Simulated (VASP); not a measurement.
Wanted: the native input for a VASP 6.6.1 run.

- Task: single point
- Functional: r2SCAN
- Potentials or basis: VASP PAW PBE potentials, release 64 (Ga_d, N)
- Cutoff: 520 eV
- k mesh: 10 × 10 × 10
- Occupations: fermi-dirac, width 0.05 eV
- Spin: no spin polarisation
- Dipole correction: no
- Further INCAR settings: ALGO = Normal; EDIFF = 1e-06; NBANDS = 16

Crystal: GaN.

```xyz
2
Lattice="0.0000 2.2535 2.2535 2.2535 0.0000 2.2535 2.2535 2.2535 0.0000" Properties=species:S:1:pos:R:3 pbc="T T T"
Ga    0.0000    0.0000    0.0000
N     1.1268    1.1268    1.1268
```

One way to write it, as run:

POSCAR

```
GaN
1.0
    0.0000000000      2.2535006075      2.2535006075
    2.2535006075      0.0000000000      2.2535006075
    2.2535006075      2.2535006075      0.0000000000
Ga N
1 1
Direct
    0.0000000000      0.0000000000      0.0000000000
    0.2500000000      0.2500000000      0.2500000000
```

INCAR.step1

```
PREC = Accurate
ENCUT = 520
ISMEAR = -1
SIGMA = 0.05
LREAL = False
LASPH = True
NELM = 60
NBANDS = 16
GGA = PE
ALGO = Normal
EDIFF = 1E-4
LWAVE = True
LCHARG = False
```

INCAR.step2

```
PREC = Accurate
ENCUT = 520
EDIFF = 1E-6
ISMEAR = -1
SIGMA = 0.05
LREAL = False
LASPH = True
NELM = 60
ALGO = Normal
ISIF = 2
LWAVE = False
LCHARG = False
METAGGA = R2SCAN
LMIXTAU = True
NBANDS = 16
ISTART = 1
```

KPOINTS

```
Automatic mesh
0
Gamma
  10 10 10
```

Potentials or basis: VASP PAW PBE potentials, release 64 (Ga_d, N).

The run is started by

```console
$ cat potpaw_PBE.64/Ga_d/POTCAR potpaw_PBE.64/N/POTCAR > POTCAR
$ cp INCAR.step1 INCAR
$ mpirun -np 1 vasp_std > vasp.out
$ cp INCAR.step2 INCAR
$ mpirun -np 1 vasp_std > vasp.out
```

Results of the run:

```json
{"Pressure": "-0.1 GPa", "Band gap on the k mesh": "2.12 eV, direct"}
```

Caveat: the PAW data sets were made with another functional, which shifts forces and pressure a little.

Wall time 45 s on 1 thread of Intel(R) Xeon(R) Platinum 8259CL CPU @ 2.50GHz (Skylake/Cascade Lake), with other jobs on the host, peak memory 0.15 GiB.
